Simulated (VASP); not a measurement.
# HgSe (F-43m) in VASP: further runs

Aim: see how the results for HgSe move with the level of theory and the settings. Levels: revPBE+D3(BJ), revPBE+D4. Tasks: relaxation of cell and atoms.

All numbers are computed with VASP 6.6.1; they aren't measurements. Logs are shortened: lines on timing, memory, paths and dates and some standing lists are left out, and cuts for length are marked.

## Step 1: The cell of the first run

The structure is cubic, space group F-43m (No. 216). The conventional cell has a = 6.078 Å, b = 6.078 Å, c = 6.078 Å, α = 90.00°, β = 90.00°, γ = 90.00°. Hg (site symmetry -43m) has 4 Se at 2.63 Å within 3.5 Å. Within 3.5 Å of Se (site symmetry -43m) lie 4 Hg at 2.63 Å.

## Step 2: Relaxation of cell and atoms, revPBE+D3(BJ)

INCAR reads:

```
PREC = Accurate ; ENCUT = 500
EDIFF = 1E-7 ; ISMEAR = -1
SIGMA = 0.05 ; LREAL = F
LASPH = T ; NELM = 120
ALGO = Normal ; ISIF = 3
LWAVE = F ; LCHARG = F
GGA = RE ; IVDW = 12
IBRION = 2 ; NSW = 80
EDIFFG = -0.02 ; GGA_COMPAT = F
NELMIN = 4
```

KPOINTS reads:

```
Automatic mesh
0
Gamma
  8 8 8
```

POSCAR reads:

```
HgSe
1.0
    0.0000000000      3.0390000000      3.0390000000
    3.0390000000      0.0000000000      3.0390000000
    3.0390000000      3.0390000000      0.0000000000
Hg Se
1 1
Direct
    0.0000000000      0.0000000000      0.0000000000
    0.7500000000      0.7500000000      0.7500000000
```

Potentials or basis: VASP PAW PBE potentials, release 64 (Hg, Se).

Launch:

```bash
> cat potpaw_PBE.64/Hg/POTCAR potpaw_PBE.64/Se/POTCAR > POTCAR
> mpirun -np 1 vasp_std > vasp.out
```

OUTCAR:

```text
PREC = Accurate
   ENCUT = 500
   EDIFF = 1E-7
   ISMEAR = -1
   LREAL = F
   LASPH = T
   NELM = 120
   ISIF = 3
   GGA = RE
   IVDW = 12
   IBRION = 2
   NSW = 80
   EDIFFG = -0.02
   NELMIN = 4
 IVDW          = 12

 ion  position               nearest neighbor table
   1  0.000  0.000  0.000-   2 2.63   2 2.63   2 2.63   2 2.63
   2  0.750  0.750  0.750-   1 2.63   1 2.63   1 2.63   1 2.63

  LATTYP: Found a face centered cubic cell.
 ALAT       =     6.0780000000

  Lattice vectors:

 A1 = (   0.0000000000,   3.0390000000,   3.0390000000)
 A2 = (   3.0390000000,   0.0000000000,   3.0390000000)
 A3 = (   3.0390000000,   3.0390000000,   0.0000000000)

Analysis of symmetry for initial positions (statically):
=====================================================================
 Subroutine PRICEL returns:
 Original cell was already a primitive cell.

 Routine SETGRP: Setting up the symmetry group for a
 face centered cubic supercell.

 Subroutine GETGRP returns: Found 24 space group operations
 (whereof 24 operations were pure point group operations)
 out of a pool of 48 trial point group operations.

The static configuration has the point symmetry T_d .

Analysis of symmetry for dynamics (positions and initial velocities):
=====================================================================
 Subroutine PRICEL returns:
 Original cell was already a primitive cell.

 Routine SETGRP: Setting up the symmetry group for a
 face centered cubic supercell.

 Subroutine GETGRP returns: Found 24 space group operations
 (whereof 24 operations were pure point group operations)
 out of a pool of 48 trial point group operations.

The dynamic configuration has the point symmetry T_d .

 Subroutine INISYM returns: Found 24 space group operations
 (whereof 24 operations are pure point group operations),
 and found     1 'primitive' translations

----------------------------------------------------------------------------------------

                                     Primitive cell

  volume of cell :      56.1335

  direct lattice vectors                    reciprocal lattice vectors
     0.000000000  3.039000000  3.039000000    -0.164527805  0.164527805  0.164527805
     3.039000000  0.000000000  3.039000000     0.164527805 -0.164527805  0.164527805
     3.039000000  3.039000000  0.000000000     0.164527805  0.164527805 -0.164527805

  length of vectors
     4.297795016  4.297795016  4.297795016     0.284970518  0.284970518  0.284970518

  position of ions in fractional coordinates (direct lattice)
     0.000000000  0.000000000  0.000000000
     0.750000000  0.750000000  0.750000000

  ion indices of the primitive-cell ions
   primitive index   ion index
                 1           1
                 2           2

----------------------------------------------------------------------------------------

 KPOINTS: Automatic mesh

Automatic generation of k-mesh.
 Grid dimensions read from file:
 generate k-points for:    8    8    8

 Generating k-lattice:

  Cartesian coordinates                     Fractional coordinates (reciprocal lattice)
    -0.020565976  0.020565976  0.020565976     0.125000000  0.000000000  0.000000000
     0.020565976 -0.020565976  0.020565976     0.000000000  0.125000000  0.000000000
     0.020565976  0.020565976 -0.020565976     0.000000000  0.000000000  0.125000000

  Length of vectors
     0.035621315  0.035621315  0.035621315

  Shift w.r.t. Gamma in fractional coordinates (k-lattice)
     0.000000000  0.000000000  0.000000000

 Subroutine IBZKPT returns following result:
 ===========================================

 Found     29 irreducible k-points:

 Following reciprocal coordinates:
            Coordinates               Weight
  0.000000  0.000000  0.000000      1.000000
  0.125000  0.000000  0.000000      8.000000
  0.250000  0.000000  0.000000      8.000000
  0.375000  0.000000  0.000000      8.000000
  0.500000  0.000000  0.000000      4.000000
  0.125000  0.125000  0.000000      6.000000
[... 16 lines left out ...]
  0.500000  0.250000  0.125000     48.000000
 -0.375000  0.250000  0.125000     24.000000
 [... further k-points ...]
   k-points           NKPTS =     29   k-points in BZ     NKDIM =     29   number of bands    NBANDS=     13
   number of dos      NEDOS =    301   number of ions     NIONS =      2
   total plane-waves  NPLWV =  32768
   dimension x,y,z NGX =    32 NGY =   32 NGZ =   32
   dimension x,y,z NGXF=    64 NGYF=   64 NGZF=   64
   ions per type =               1   1
   NGX,Y,Z   is equivalent  to a cutoff of  12.38, 12.38, 12.38 a.u.
   NGXF,Y,Z  is equivalent  to a cutoff of  24.76, 24.76, 24.76 a.u.
 SYSTEM =  unknown system
   PREC   = accura    normal or accurate (medium, high low for compatibility)
   ISTART =      0    job   : 0-new  1-cont  2-samecut
   ICHARG =      2    charge: 1-file 2-atom 10-const
   ISPIN  =      1    spin polarized calculation?
   LNONCOLLINEAR =      F non collinear calculations
   LSORBIT =      F    spin-orbit coupling
   LASPH  =      T    aspherical Exc in radial PAW
   ENCUT  =  500.0 eV  36.75 Ry    6.06 a.u.   7.84  7.84  7.84*2*pi/ulx,y,z
   NELM   =    120;   NELMIN=  4; NELMDL= -5     # of ELM steps
   EDIFF  = 0.1E-06   stopping-criterion for ELM
   LREAL  =      F    real-space projection
   EDIFFG = -.2E-01   stopping-criterion for IOM
   NSW    =     80    number of steps for IOM
   IBRION =      2    ionic relax: 0-MD 1-quasi-New 2-CG
   NFREE  =      1    steps in history (QN), initial steepest desc. (CG)
   ISIF   =      3    stress and relaxation
   ISYM   =      2    0-nonsym 1-usesym 2-fastsym
   POTIM  = 0.5000    time-step for ionic-motion
   TEBEG  =    0.0;   TEEND  =   0.0 temperature during run
   PSTRESS=    0.0 pullay stress
   NELECT =      18.0000    total number of electrons
   NUPDOWN=      -1.0000    fix difference up-down
   EMIN   =  10.00;   EMAX   =-10.00  energy-range for DOS
   EFERMI =   0.00;   METHOD = LEGACY
   ISMEAR =    -1;   SIGMA  =   0.05  broadening in eV -4-tet -1-fermi 0-gaus
   EFERMI_NEDOS =   21; number of points for ismear=-14 and -15
   IALGO  =     38    algorithm
   IMIX   =      4    mixing-type and parameters
     AMIX     =   0.40;   BMIX     =  1.00
     AMIX_MAG =   1.60;   BMIX_MAG =  1.00
  volume/ion in A,a.u.               =      28.07       189.40
  Fermi-wavevector in a.u.,A,eV,Ry     =   1.120534  2.117502 17.083421  1.255596
  Thomas-Fermi vector in A             =   2.257181
   LORBIT       =      0    0 simple, 1 ext, 2 COOP (PROOUT), +10 PAW based schemes
   GGA     = RE    functional components
   LHFCALC =     F    Hartree Fock is set to
   AEXX    =    0.0000 exact exchange contribution
   IVDW    =    12    specifies the selected vdW correction
   LEPSILON=     F    determine dielectric tensor
   LRPA    =     F    only Hartree local field effects (RPA)
 conjugate gradient relaxation of ions
 non-spin polarized calculation
  energy-cutoff  :      500.00
  volume of cell :       56.13
 maximum number of plane-waves:      1458
   NGX = 15   NGY = 15   NGZ = 15

--------------------------------------- Ionic step        1  -------------------------------------------

 number of electron      18.0000004 magnetization

 Free energy of the ion-electron system (eV)
  ---------------------------------------------------
  ext. energy  EPLUGINS =         0.00000000
  ---------------------------------------------------
  free energy    TOTEN  =        -3.33788051 eV

  energy without entropy =       -3.33727858  energy(sigma->0) =       -3.33757955

------------------------ aborting loop because EDIFF is reached ----------------------------------------

 Edisp (eV)   -1.28626

 E8    (eV) :    -0.8978

  FORCE on cell =-STRESS in cart. coord.  units (eV):
  Direction    XX          YY          ZZ          XY          YZ          ZX
  --------------------------------------------------------------------------------------
  -------------------------------------------------------------------------------------
  Total       0.76276     0.76276     0.76276     0.00000    -0.00000    -0.00000
  in kB      21.77097    21.77097    21.77097     0.00000    -0.00000    -0.00000
  external pressure =       21.77 kB  Pullay stress =        0.00 kB
[... 61 lines left out ...]
  energy  without entropy=       -4.6366228481  energy(sigma->0) =       -4.63694726

--------------------------------------- Ionic step        3  -------------------------------------------

 number of electron      17.9999998 magnetization

 Free energy of the ion-electron system (eV)
  ---------------------------------------------------
  ext. energy  EPLUGINS =         0.00000000
  ---------------------------------------------------
  free energy    TOTEN  =        -3.41224936 eV

  energy without entropy =       -3.41161296  energy(sigma->0) =       -3.41193116

 E-fermi :   1.5359     XC(G=0):  -8.6891

 val. band max:        1.4761606836   @ k =   0.0000   0.0000   0.0000
 cond. band min:       2.1102494790   @ k =   0.1250   0.0000   0.0000
 fundamental gap:      0.6340887954
 Fermi energy:         1.5359194721

 k-point     1 :       0.0000    0.0000    0.0000
  band No.  band energies     occupation
      1     -11.6921      2.00000
      2      -5.4744      2.00000
      3      -5.4744      2.00000
      4      -5.4744      2.00000
      5      -4.7977      2.00000
      6      -4.7977      2.00000
      7       0.5844      2.00000
      8       1.4762      1.53533
      9       1.4762      1.53533
     10       1.4762      1.53533
     11       7.0597      0.00000
     12       7.0597      0.00000
     13       7.0597      0.00000
[... 353 lines left out ...]
 k-point    24 :      -0.3750    0.2500    0.1250
  band No.  band energies     occupation
      1     -11.1879      2.00000
      2      -5.2652      2.00000
      3      -5.2170      2.00000
      4      -4.8380      2.00000
      5      -4.7777      2.00000
      6      -4.4283      2.00000
      7      -3.5431      2.00000
      8      -0.7113      2.00000
      9       0.0895      2.00000
     10       4.1097      0.00000
     11       6.9383      0.00000
     12       7.8530      0.00000
     13       9.2808      0.00000

 [... further k-points ...]

------------------------ aborting loop because EDIFF is reached ----------------------------------------

 Edisp (eV)   -1.22688

 E8    (eV) :    -0.8553

  FORCE on cell =-STRESS in cart. coord.  units (eV):
  Direction    XX          YY          ZZ          XY          YZ          ZX
  --------------------------------------------------------------------------------------
  -------------------------------------------------------------------------------------
  Total       0.00144     0.00144     0.00144    -0.00000     0.00000    -0.00000
  in kB       0.03939     0.03939     0.03939    -0.00000     0.00000    -0.00000
  external pressure =        0.04 kB  Pullay stress =        0.00 kB
[... 17 lines left out ...]
  FREE ENERGIE OF THE ION-ELECTRON SYSTEM (eV)
  ---------------------------------------------------
  free  energy   TOTEN  =        -4.6391272727 eV

  energy  without entropy=       -4.6384908705  energy(sigma->0) =       -4.63880907

 reached required accuracy - stopping structural energy minimisation
```

It took 44 s on 1 thread of Intel Xeon Platinum 8259CL at 2.50GHz (Skylake/Cascade Lake), shared host; peak memory 0.21 GiB.

Results:

```
Free energy                            : -4.6391 eV
Relaxed volume                         : 29.21 Å³/atom
Relaxed cell                           : a = 4.356 Å, b = 4.356 Å, c = 4.356 Å, α = 60.00°, β = 60.00°, γ = 60.00°
Space group after relaxing (to 0.05 Å) : F-43m (No. 216)
Energy gained by relaxing              : 7.5 meV/atom
Ionic steps                            : 3
Pressure after relaxing                : 0.0 GPa
Band gap on the k mesh                 : zero (filled and empty bands touch)
Dispersion energy per atom             : -0.613 eV
```

Step by step:
```tsv
step	energy change (eV)	largest force (eV/Å)	pressure (GPa)	volume (Å³)
1	0.0000	0.0000	2.18	56.13
2	-0.0131	0.0000	-0.68	59.29
3	-0.0150	0.0000	0.00	58.43
```

Final structure:
```yaml
crystal:
  lattice:
    - [0.00000, 3.07989, 3.07989]
    - [3.07989, 0.00000, 3.07989]
    - [3.07989, 3.07989, 0.00000]
  atoms:
    - { symbol: Hg, position: [0.00000, 0.00000, 0.00000] }
    - { symbol: Se, position: [0.75000, 0.75000, 0.75000] }
```

Levels at points of the mesh, in eV from the Fermi level:
```
           k point  band 7  band 8  band 9  band 10  band 11  band 12
(0.00, 0.00, 0.00)   -0.95   -0.06   -0.06    -0.06     5.52     5.52
(0.50, 0.00, 0.00)   -5.28   -0.96   -0.96     1.12     6.27     6.27
(0.50, 0.50, 0.00)   -4.95   -2.19   -2.19     2.74     3.16     8.51
```

Caveat: the PAW data sets were made with another functional, which shifts forces and pressure a little; spin-orbit coupling is left out, which moves the levels of the heavy elements; pairwise dispersion overbinds metals, which lowers pressure and volume. Zero-point motion and thermal expansion aren't in these numbers.

## Step 3: Relaxation of cell and atoms, revPBE+D4

Edit INCAR of step 2 so:

```diff
@@ -6,3 +6,3 @@
 LWAVE = F ; LCHARG = F
-GGA = RE ; IVDW = 12
+GGA = RE ; IVDW = 13
 IBRION = 2 ; NSW = 80
```

KPOINTS reads:

```
regular mesh
0
Gamma
  8 8 8
```

POSCAR is that of step 2.

Potentials or basis: VASP PAW PBE potentials, release 64 (Hg, Se).

Launch:

```bash
> cat potpaw_PBE.64/Hg/POTCAR potpaw_PBE.64/Se/POTCAR > POTCAR
> mpirun -np 1 vasp_std > vasp.out
```

Wall time 42 s (1 thread of Intel Xeon Platinum 8259CL at 2.50GHz (Skylake/Cascade Lake), shared host); peak memory 0.2 GiB.

The run converged. Its results:

| Quantity | Value |
| --- | --- |
| Free energy | -4.5177 eV |
| Relaxed volume | 29.48 Å³/atom |
| Relaxed cell | a = 4.369 Å, b = 4.369 Å, c = 4.369 Å, α = 60.00°, β = 60.00°, γ = 60.00° |
| Space group after relaxing (to 0.05 Å) | F-43m (No. 216) |
| Energy gained by relaxing | 11.1 meV/atom |
| Ionic steps | 3 |
| Pressure after relaxing | 0.0 GPa |
| Band gap on the k mesh | zero (filled and empty bands touch) |
| Dispersion energy per atom | -0.547 eV |

Step by step:
| step | energy change (eV) | largest force (eV/Å) | pressure (GPa) | volume (Å³) |
| --- | --- | --- | --- | --- |
| 1 | 0.0000 | 0.0000 | 2.64 | 56.13 |
| 2 | -0.0196 | 0.0000 | -0.77 | 59.98 |
| 3 | -0.0222 | 0.0000 | 0.01 | 58.96 |

Final structure:
```xyz
2
Lattice="0.0000 3.0891 3.0891 3.0891 0.0000 3.0891 3.0891 3.0891 0.0000" Properties=species:S:1:pos:R:3 pbc="T T T"
Hg    0.0000    0.0000    0.0000
Se    4.6336    4.6336    4.6336
```

Levels at points of the mesh, in eV from the Fermi level:
```
           k point  band 5  band 6  band 7  band 8  band 9  band 10  band 11  band 12  band 13
(0.00, 0.00, 0.00)   -6.30   -6.30   -0.96   -0.06   -0.06    -0.06     5.53     5.53     5.53
(0.50, 0.00, 0.00)   -6.26   -6.01   -5.22   -0.94   -0.94     1.12     6.27     6.27     7.00
(0.50, 0.50, 0.00)   -6.20   -5.96   -4.91   -2.15   -2.15     2.73     3.18     8.49     9.63
```

Caveat: the PAW data sets were made with another functional, which shifts forces and pressure a little; spin-orbit coupling is left out, which moves the levels of the heavy elements; pairwise dispersion overbinds metals, which lowers pressure and volume.
